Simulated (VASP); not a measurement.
Write the native input for VASP 6.6.1 that does the following.

- Task: single point
- Functional: PBE
- Potentials or basis: VASP PAW PBE potentials, release 64 (Be, S)
- Cutoff: 520 eV
- k mesh: 8 × 8 × 8
- Occupations: gaussian, width 0.02 eV
- Spin: no spin polarisation
- Dipole correction: no
- Further INCAR settings: ALGO = Normal; EDIFF = 1e-07; NBANDS = 11

The structure of BeS lies in POSCAR:

```
BeS
1.0
    0.0000000000      2.3624704743      2.3624704743
    2.3624704743      0.0000000000      2.3624704743
    2.3624704743      2.3624704743      0.0000000000
Be S
1 1
Direct
    0.0000000000      0.0000000000      0.0000000000
    0.2500000000      0.2500000000      0.2500000000
```

This cell differs from its parent crystal: volume scaled by 0.91.

These files were run (other wordings do the same):

INCAR

```
PREC = Accurate
ENCUT = 520
EDIFF = 1E-7
ISMEAR = 0
SIGMA = 0.02
LREAL = False
LASPH = True
NELM = 80
ALGO = Normal
ISIF = 2
LWAVE = False
LCHARG = False
GGA = PE
NBANDS = 11
```

KPOINTS

```
Automatic mesh
0
Gamma
  8 8 8
```

Potentials or basis: VASP PAW PBE potentials, release 64 (Be, S).

The run is started by

```sh
$ cat potpaw_PBE.64/Be/POTCAR potpaw_PBE.64/S/POTCAR > POTCAR
$ mpirun -np 1 vasp_std > vasp.out
```

Results of the run:

```yaml
Pressure: 10.5 GPa
Band_gap_on_the_k_mesh: 2.92 eV, indirect (least direct gap 5.62 eV)
```

Wall time 18 s on 1 thread of Intel(R) Xeon(R) Platinum 8259CL CPU @ 2.50GHz (Skylake/Cascade Lake), with other jobs on the host, peak memory 0.14 GiB.
